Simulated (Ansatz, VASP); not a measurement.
# YPdC6N6 in VASP and in Ansatz

```
Y Pd C N
1.0
     0.00000    5.31800    5.31800
     5.31800    0.00000    5.31800
     5.31800    5.31800    0.00000
Y Pd C N
1 1 6 6
Direct
  0.50000 0.50000 0.50000
  0.00000 0.00000 0.00000
  0.81779 0.18221 0.18221
  0.18221 0.81779 0.18221
  0.18221 0.18221 0.81779
  0.18221 0.81779 0.81779
  0.81779 0.18221 0.81779
  0.81779 0.81779 0.18221
  0.70778 0.29222 0.29222
  0.29222 0.70778 0.29222
  0.29222 0.29222 0.70778
  0.29222 0.70778 0.70778
  0.70778 0.29222 0.70778
  0.70778 0.70778 0.29222
```

Alike in both runs: task single point; functional PBE; k mesh 4 × 4 × 4; occupations gaussian, width 0.1 eV; no spin polarisation.

```csv
,VASP,Ansatz
version,VASP 6.6.1,Ansatz 0.2.0
potentials or method,"VASP PAW PBE potentials, release 64 (Y_sv, Pd, C, N), cutoff 600 eV","scalar-relativistic, plane waves, PAW"
valence electrons in the cell,75,83
```

Ansatz gave:

```
gap on the k mesh at the Fermi level (eV) : none
pressure (GPa)                            : 9.5
rms of the force components (eV/Å)        : 1.202
```

Q: Which values does VASP return?

A: gap on the k mesh at the Fermi level (eV): none; pressure (GPa): 9.7; rms of the force components (eV/Å): 1.007.

Atom by atom the forces differ by 0.196 eV/Å (rms over components). A gap of «none» marks a metal or a gap that the smearing closes. With one functional, cell and mesh, what is left measures potentials, basis and numerics. VASP's potentials hold 75 valence electrons a cell and Ansatz's 83, so a difference there can come from the potentials and not from the codes.

Noted on VASP's run: the standard files for N, O and F lose accuracy on very short bonds.
